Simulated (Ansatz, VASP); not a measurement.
## InAs in VASP and in Ansatz

File INCAR:

```
SYSTEM = InAs
PREC = Accurate ; ENCUT = 520
EDIFF = 1E-6 ; ISMEAR = 0
SIGMA = 0.1 ; LREAL = Auto
LASPH = .True. ; NELM = 60
ALGO = Fast ; ISIF = 2
LWAVE = .False. ; LCHARG = .False.
LDIPOL = .True. ; IDIPOL = 3
DIPOL = 0.5 0.5 0.500 ; GGA = PS
NBANDS = 96
```

Contents of KPOINTS:

```
Automatic mesh
0
Gamma
  6 5 1
  0 0 0
```

Contents of POSCAR:

```
InAs
1.0
    6.0874659232      0.0000000000      0.0000000000
   -3.0437329616      6.8059938075      0.0000000000
    0.0000000000      0.0000000000     26.5701894727
As In
9 9
Direct
    0.1000000000      0.7000000000      0.2822712276
    0.8000000000      0.1000000000      0.3335015270
    0.5000000000      0.5000000000      0.3847318264
    0.2000000000      0.9000000000      0.4359621258
    0.9000000000      0.3000000000      0.4871924252
    0.6000000000      0.7000000000      0.5384227245
    0.3000000000      0.1000000000      0.5896530239
    0.0000000000      0.5000000000      0.6408833233
    0.7000000000      0.9000000000      0.6921136227
    0.7000000000      0.4000000000      0.3078863773
    0.4000000000      0.8000000000      0.3591166767
    0.1000000000      0.2000000000      0.4103469761
    0.8000000000      0.6000000000      0.4615772755
    0.5000000000      0.0000000000      0.5128075748
    0.2000000000      0.4000000000      0.5640378742
    0.9000000000      0.8000000000      0.6152681736
    0.6000000000      0.2000000000      0.6664984730
    0.3000000000      0.6000000000      0.7177287724
```

Input for Ansatz:

```yaml
crystal:
  lattice:
    - [6.0874659232, 0.0, 0.0]
    - [-3.0437329616, 6.8059938075, 0.0]
    - [0.0, 0.0, 26.5701894727]
  atoms:
    - { symbol: As, position: [0.1, 0.7, 0.2822712276] }
    - { symbol: In, position: [0.7, 0.4, 0.3078863773] }
    - { symbol: As, position: [0.8, 0.1, 0.333501527] }
    - { symbol: In, position: [0.4, 0.8, 0.3591166767] }
    - { symbol: As, position: [0.5, 0.5, 0.3847318264] }
    - { symbol: In, position: [0.1, 0.2, 0.4103469761] }
    - { symbol: As, position: [0.2, 0.9, 0.4359621258] }
    - { symbol: In, position: [0.8, 0.6, 0.4615772755] }
    - { symbol: As, position: [0.9, 0.3, 0.4871924252] }
    - { symbol: In, position: [0.5, 0.0, 0.5128075748] }
    - { symbol: As, position: [0.6, 0.7, 0.5384227245] }
    - { symbol: In, position: [0.2, 0.4, 0.5640378742] }
    - { symbol: As, position: [0.3, 0.1, 0.5896530239] }
    - { symbol: In, position: [0.9, 0.8, 0.6152681736] }
    - { symbol: As, position: [0.0, 0.5, 0.6408833233] }
    - { symbol: In, position: [0.6, 0.2, 0.666498473] }
    - { symbol: As, position: [0.7, 0.9, 0.6921136227] }
    - { symbol: In, position: [0.3, 0.6, 0.7177287724] }
basis:
  ecutwfc: 420
kpoints:
  mp_grid: { grid: [6, 5, 1] }
hamiltonian:
  xc: pbesol
scf:
  occupations: { method: gaussian, width: 0.1 }
output:
  forces: true
  stress: true
  eigenvalues: true
  write_density: true
  write_potential: true
  elf: true
  volumetric_format: npy
efield:
  axis: 3
  dipole_correction: true
  ramp_width: 0.04
```

Alike in both runs: task single point; functional PBEsol; k mesh 6 × 5 × 1; occupations gaussian, width 0.1 eV; no spin polarisation.

```csv
,VASP,Ansatz
version,VASP 6.6.1,Ansatz 0.2.0
potentials or method,"VASP PAW PBE potentials, release 64 (As, In_d), cutoff 520 eV","scalar-relativistic, plane waves, PAW"
valence electrons in the cell,162,252
```

|  | VASP | Ansatz | Ansatz less VASP |
| --- | --- | --- | --- |
| gap on the k mesh at the Fermi level (eV) | none | none | - |
| rms of the force components (eV/Å) | 0.307 | 0.307 | +0.0002 |

VASP's potentials were made for PBE, not for PBEsol. A gap of «none» marks a metal or a gap that the smearing closes. VASP's potentials hold 162 valence electrons a cell and Ansatz's 252, so a difference there can come from the potentials and not from the codes. Ansatz's warnings: xc potential rough in thin density.
